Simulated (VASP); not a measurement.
# P in VASP: notebook, part 2 of 2

VASP 6.6.1.

## (3) Single point, PBE (strain +0.1500 x Voigt [1, 1, 0, 0, 0, 0])

INCAR

```
SYSTEM = P
PREC = Accurate
ENCUT = 520
EDIFF = 1E-6
ISMEAR = 0
SIGMA = 0.05
LREAL = .False.
LASPH = .True.
NELM = 60
ALGO = Normal
ISIF = 2
LWAVE = .False.
LCHARG = .False.
GGA = PE
NBANDS = 18
```

KPOINTS

```
regular mesh
0
Gamma
  8 1 6
  0 0 0
```

POSCAR

```
P
1.0
    3.7762868780      0.0000000000      0.0000000000
    0.0000000000     40.0855856385      0.0000000000
    0.0000000000      0.0000000000      4.6320847100
P
4
Direct
    0.0000000000      0.9702614300      0.5921507200
    0.0000000000      0.0297385700      0.4078492800
    0.5000000000      0.0297385700      0.0921507200
    0.5000000000      0.9702614300      0.9078492800
```

Potentials or basis: VASP PAW PBE potentials, release 64 (P).

Command:

```sh
$ cat potpaw_PBE.64/P/POTCAR > POTCAR
$ mpirun -np 1 vasp_std > vasp.out
```

OUTCAR:

```text
SYSTEM = P
   PREC = Accurate
   ENCUT = 520
   EDIFF = 1E-6
   ISMEAR = 0
   LREAL = .False.
   LASPH = .True.
   NELM = 60
   ISIF = 2
   GGA = PE

 ion  position               nearest neighbor table
   1  0.000  0.970  0.592-   4 2.39   4 2.39   2 2.53
   2  0.000  0.030  0.408-   3 2.39   3 2.39   1 2.53
   3  0.500  0.030  0.092-   2 2.39   2 2.39   4 2.53
   4  0.500  0.970  0.908-   1 2.39   1 2.39   3 2.53

  LATTYP: Found a simple orthorhombic cell.
 ALAT       =     3.7762868780
 B/A-ratio  =     1.2266241574
 C/A-ratio  =    10.6150795566

  Lattice vectors:

 A1 = (  -3.7762868780,   0.0000000000,   0.0000000000)
 A2 = (   0.0000000000,   0.0000000000,   4.6320847100)
 A3 = (   0.0000000000,  40.0855856385,   0.0000000000)

Analysis of symmetry for initial positions (statically):
=====================================================================
 Subroutine PRICEL returns:
 Original cell was already a primitive cell.

 Routine SETGRP: Setting up the symmetry group for a
 simple orthorhombic supercell.

 Subroutine GETGRP returns: Found  8 space group operations
 (whereof  4 operations were pure point group operations)
 out of a pool of  8 trial point group operations.

The static configuration has the point symmetry C_2h.
 The point group associated with its full space group is D_2h.

Analysis of symmetry for dynamics (positions and initial velocities):
=====================================================================
 Subroutine PRICEL returns:
 Original cell was already a primitive cell.

 Routine SETGRP: Setting up the symmetry group for a
 simple orthorhombic supercell.

 Subroutine GETGRP returns: Found  8 space group operations
 (whereof  4 operations were pure point group operations)
 out of a pool of  8 trial point group operations.

The dynamic configuration has the point symmetry C_2h.
 The point group associated with its full space group is D_2h.

 Subroutine INISYM returns: Found  8 space group operations
 (whereof  4 operations are pure point group operations),
 and found     1 'primitive' translations

----------------------------------------------------------------------------------------

                                     Primitive cell

  volume of cell :     701.1803

  direct lattice vectors                    reciprocal lattice vectors
     3.776286878  0.000000000  0.000000000     0.264810390  0.000000000  0.000000000
     0.000000000 40.085585638  0.000000000     0.000000000  0.024946623  0.000000000
     0.000000000  0.000000000  4.632084710     0.000000000  0.000000000  0.215885516

  length of vectors
     3.776286878 40.085585638  4.632084710     0.264810390  0.024946623  0.215885516

  position of ions in fractional coordinates (direct lattice)
     0.000000000  0.970261430  0.592150720
     0.000000000  0.029738570  0.407849280
     0.500000000  0.029738570  0.092150720
     0.500000000  0.970261430  0.907849280

  ion indices of the primitive-cell ions
   primitive index   ion index
                 1           1
                 2           2
                 3           3
                 4           4

----------------------------------------------------------------------------------------

 KPOINTS: regular mesh

Automatic generation of k-mesh.
 Grid dimensions read from file:
 generate k-points for:    8    1    6

 Generating k-lattice:

  Cartesian coordinates                     Fractional coordinates (reciprocal lattice)
     0.033101299  0.000000000  0.000000000     0.125000000  0.000000000  0.000000000
     0.000000000  0.024946623  0.000000000     0.000000000  1.000000000  0.000000000
     0.000000000  0.000000000  0.035980919     0.000000000  0.000000000  0.166666667

  Length of vectors
     0.033101299  0.024946623  0.035980919

  Shift w.r.t. Gamma in fractional coordinates (k-lattice)
     0.000000000  0.000000000  0.000000000

 Subroutine IBZKPT returns following result:
 ===========================================

 Found     20 irreducible k-points:

 Following reciprocal coordinates:
            Coordinates               Weight
  0.000000  0.000000  0.000000      1.000000
  0.125000  0.000000  0.000000      2.000000
  0.250000  0.000000  0.000000      2.000000
  0.375000  0.000000  0.000000      2.000000
  0.500000  0.000000  0.000000      1.000000
  0.000000  0.000000  0.166667      2.000000
[... 12 lines left out ...]
  0.375000  0.000000  0.500000      2.000000
  0.500000  0.000000  0.500000      1.000000
   k-points           NKPTS =     20   k-points in BZ     NKDIM =     20   number of bands    NBANDS=     18
   number of dos      NEDOS =    301   number of ions     NIONS =      4
   total plane-waves  NPLWV = 302400
   dimension x,y,z NGX =    28 NGY =  300 NGZ =   36
   dimension x,y,z NGXF=    56 NGYF=  600 NGZF=   72
   ions per type =               4
   NGX,Y,Z   is equivalent  to a cutoff of  12.33, 12.44, 12.92 a.u.
   NGXF,Y,Z  is equivalent  to a cutoff of  24.65, 24.88, 25.84 a.u.
 SYSTEM =  P
   PREC   = accura    normal or accurate (medium, high low for compatibility)
   ISTART =      0    job   : 0-new  1-cont  2-samecut
   ICHARG =      2    charge: 1-file 2-atom 10-const
   ISPIN  =      1    spin polarized calculation?
   LNONCOLLINEAR =      F non collinear calculations
   LSORBIT =      F    spin-orbit coupling
   LASPH  =      T    aspherical Exc in radial PAW
   ENCUT  =  520.0 eV  38.22 Ry    6.18 a.u.   7.02 74.53  8.61*2*pi/ulx,y,z
   NELM   =     60;   NELMIN=  2; NELMDL= -5     # of ELM steps
   EDIFF  = 0.1E-05   stopping-criterion for ELM
   LREAL  =      F    real-space projection
   EDIFFG = 0.1E-04   stopping-criterion for IOM
   NSW    =      0    number of steps for IOM
   IBRION =     -1    ionic relax: 0-MD 1-quasi-New 2-CG
   NFREE  =      0    steps in history (QN), initial steepest desc. (CG)
   ISIF   =      2    stress and relaxation
   ISYM   =      2    0-nonsym 1-usesym 2-fastsym
   POTIM  = 0.5000    time-step for ionic-motion
   TEBEG  =    0.0;   TEEND  =   0.0 temperature during run
   PSTRESS=    0.0 pullay stress
   NELECT =      20.0000    total number of electrons
   NUPDOWN=      -1.0000    fix difference up-down
   EMIN   =  10.00;   EMAX   =-10.00  energy-range for DOS
   EFERMI =   0.00;   METHOD = LEGACY
   ISMEAR =     0;   SIGMA  =   0.05  broadening in eV -4-tet -1-fermi 0-gaus
   EFERMI_NEDOS =   21; number of points for ismear=-14 and -15
   IALGO  =     38    algorithm
   IMIX   =      4    mixing-type and parameters
     AMIX     =   0.40;   BMIX     =  1.00
     AMIX_MAG =   1.60;   BMIX_MAG =  1.00
  volume/ion in A,a.u.               =     175.30      1182.95
  Fermi-wavevector in a.u.,A,eV,Ry     =   0.500198  0.945236  3.404145  0.250198
  Thomas-Fermi vector in A             =   1.508081
   LORBIT       =      0    0 simple, 1 ext, 2 COOP (PROOUT), +10 PAW based schemes
   GGA     = PE    functional components
   LHFCALC =     F    Hartree Fock is set to
   AEXX    =    0.0000 exact exchange contribution
   IVDW    =     0    specifies the selected vdW correction
   LEPSILON=     F    determine dielectric tensor
   LRPA    =     F    only Hartree local field effects (RPA)
 non-spin polarized calculation
 Gauss-broadening in eV      SIGMA  =   0.05
  energy-cutoff  :      520.00
  volume of cell :      701.18
 maximum number of plane-waves:     19026
   NGX = 15   NGY =149   NGZ = 17

 number of electron      19.9999994 magnetization

 Free energy of the ion-electron system (eV)
  ---------------------------------------------------
  ext. energy  EPLUGINS =         0.00000000
  ---------------------------------------------------
  free energy    TOTEN  =       -20.20346981 eV

  energy without entropy =      -20.20346950  energy(sigma->0) =      -20.20346965

 E-fermi :  -3.6331     XC(G=0):  -1.5270

 val. band max:       -3.7768175010   @ k =   0.0000   0.0000   0.0000
 cond. band min:      -3.4837731250   @ k =   0.0000   0.0000   0.3333
 fundamental gap:      0.2930443760
 Fermi energy:        -3.6331036382

 k-point     1 :       0.0000    0.0000    0.0000
  band No.  band energies     occupation
      1     -16.9921      2.00000
      2     -15.3130      2.00000
      3     -11.8842      2.00000
      4      -9.1102      2.00000
      5      -8.2747      2.00000
      6      -7.4344      2.00000
[... 397 lines left out ...]
      5      -7.7650      2.00000
      6      -7.7650      2.00000
[... 10 lines left out ...]
     17       2.1954      0.00000
     18       2.1954      0.00000

------------------------ aborting loop because EDIFF is reached ----------------------------------------

  FORCE on cell =-STRESS in cart. coord.  units (eV):
  Direction    XX          YY          ZZ          XY          YZ          ZX
  --------------------------------------------------------------------------------------
  -------------------------------------------------------------------------------------
  Total      -10.5750498     -6.6386089     -3.1591046      0.0000000      0.0000000      0.0000000
  in kB      -24.1636924    -15.1690353     -7.2184655      0.0000000      0.0000000      0.0000000
  external PRESSURE =     -15.5170644 kB  Pullay stress =       0.0000000 kB

 VOLUME and BASIS-vectors are now :
 -----------------------------------------------------------------------------
  energy-cutoff  :      520.00
  volume of cell :      701.18
      direct lattice vectors                 reciprocal lattice vectors
     3.776286878  0.000000000  0.000000000     0.264810390  0.000000000  0.000000000
     0.000000000 40.085585638  0.000000000     0.000000000  0.024946623  0.000000000
     0.000000000  0.000000000  4.632084710     0.000000000  0.000000000  0.215885516

 POSITION                                       TOTAL-FORCE (eV/Angst)
 -----------------------------------------------------------------------------------
      0.00000     38.89350      2.74289         0.000000      1.389274     -0.087599
      0.00000      1.19209      1.88919         0.000000     -1.389274      0.087599
      1.88814      1.19209      0.42685         0.000000     -1.389274     -0.087599
      1.88814     38.89350      4.20523        -0.000000      1.389274      0.087599
 -----------------------------------------------------------------------------------
    total drift:                               -0.000000      0.000000     -0.000000

  FREE ENERGIE OF THE ION-ELECTRON SYSTEM (eV)
  ---------------------------------------------------
  free  energy   TOTEN  =       -20.2034698083 eV

  energy  without entropy=      -20.2034694994  energy(sigma->0) =      -20.20346965
```

OSZICAR:

```text
N       E                     dE             d eps       ncg     rms          rms(c)
DAV:   1     0.130203651192E+03    0.13020E+03   -0.50024E+03   720   0.686E+02
DAV:   2    -0.538394151544E-01   -0.13026E+03   -0.12237E+03  1186   0.121E+02
DAV:   3    -0.198226414203E+02   -0.19769E+02   -0.19649E+02  1014   0.557E+01
[... 11 lines left out ...]
DAV:  15    -0.202033932525E+02   -0.45760E-04   -0.21270E-06   870   0.587E-03    0.199E-03
DAV:  16    -0.202034464635E+02   -0.53211E-04   -0.12780E-06   788   0.475E-03    0.118E-03
DAV:  17    -0.202034547394E+02   -0.82759E-05   -0.19455E-07   766   0.225E-03    0.837E-04
DAV:  18    -0.202034690583E+02   -0.14319E-04   -0.58332E-07   696   0.261E-03    0.784E-04
DAV:  19    -0.202034698083E+02   -0.74996E-06   -0.35975E-08   626   0.918E-04
   1 F= -.20203470E+02 E0= -.20203470E+02  d E =-.308951E-06
```

Run time: 9.9 min. Hardware: 1 thread of Intel Xeon 8259CL, shared host; peak memory 0.7 GiB.

What came out:

* Free energy: -20.2035 eV
* Largest force: 1.392 eV/Å
* Band gap on the k mesh: 0.29 eV (least direct gap 0.51 eV)

Forces on the atoms (eV/Å):
```
P    0.000  1.389 -0.088
P    0.000 -1.389  0.088
P    0.000 -1.389 -0.088
P    0.000  1.389  0.088
```

Caveat: the cell differs from its parent crystal (strain +0.1500 x Voigt [1, 1, 0, 0, 0, 0]).
